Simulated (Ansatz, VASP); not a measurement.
**One calculation of Ta, two programs**

The input POSCAR:

```
Ta
1.0
   -1.6512800000      1.6512800000      1.6512800000
    1.6512800000     -1.6512800000      1.6512800000
    1.6512800000      1.6512800000     -1.6512800000
Ta
1
Direct
    0.0000000000      0.0000000000      0.0000000000
```

The input INCAR.step1:

```
  PREC = Accurate
  ENCUT = 520
  ISMEAR = -1
  SIGMA = 0.05
  LREAL = F
  LASPH = T
  NELM = 60
  NBANDS = 12
  GGA = PE
  ALGO = Normal
  EDIFF = 1E-4
  LWAVE = T
  LCHARG = F
```

The input INCAR.step2:

```
  PREC = Accurate
  ENCUT = 520
  EDIFF = 1E-6
  ISMEAR = -1
  SIGMA = 0.05
  LREAL = F
  LASPH = T
  NELM = 60
  ALGO = Normal
  ISIF = 2
  LWAVE = F
  LCHARG = F
  METAGGA = R2SCAN
  LMIXTAU = T
  NBANDS = 12
  ISTART = 1
```

The input KPOINTS:

```
Automatic mesh
0
Gamma
  11 11 11
```

File input.yaml:

```yaml
crystal:
  lattice:
    - [-1.65128, 1.65128, 1.65128]
    - [1.65128, -1.65128, 1.65128]
    - [1.65128, 1.65128, -1.65128]
  atoms:
    - { symbol: Ta, position: [0.0, 0.0, 0.0] }
hamiltonian:
  xc: r2scan
  pseudopotentials: { kind: paw }
kpoints:
  mp_grid: { grid: [11, 11, 11] }
scf:
  occupations: { method: fermi_dirac, width: 0.05 }
output:
  forces: true
  stress: true
  eigenvalues: true
  write_density: true
  write_potential: true
  elf: true
  volumetric_format: npy
```

Alike in both runs: task single point; functional r2SCAN; k mesh 11 × 11 × 11; occupations fermi-dirac, width 0.05 eV; no spin polarisation.

```csv
,VASP,Ansatz
version,VASP 6.6.1,Ansatz 0.2.0
potentials or method,"VASP PAW PBE potentials, release 64 (Ta_pv)",Ansatz PAW
plane-wave cutoff (eV),520,500
valence electrons in the cell,11,13
```

|  | VASP | Ansatz | Ansatz less VASP |
| --- | --- | --- | --- |
| gap on the k mesh at the Fermi level (eV) | none | none | - |
| pressure (GPa) | 0.7 | 0.1 | -0.65 |

VASP's potentials were made for PBE, not for r2SCAN. A gap of «none» marks a metal or a gap that the smearing closes. VASP's potentials hold 11 valence electrons a cell and Ansatz's 13, so a difference there can come from the potentials and not from the codes.

Spin-orbit coupling is off throughout.
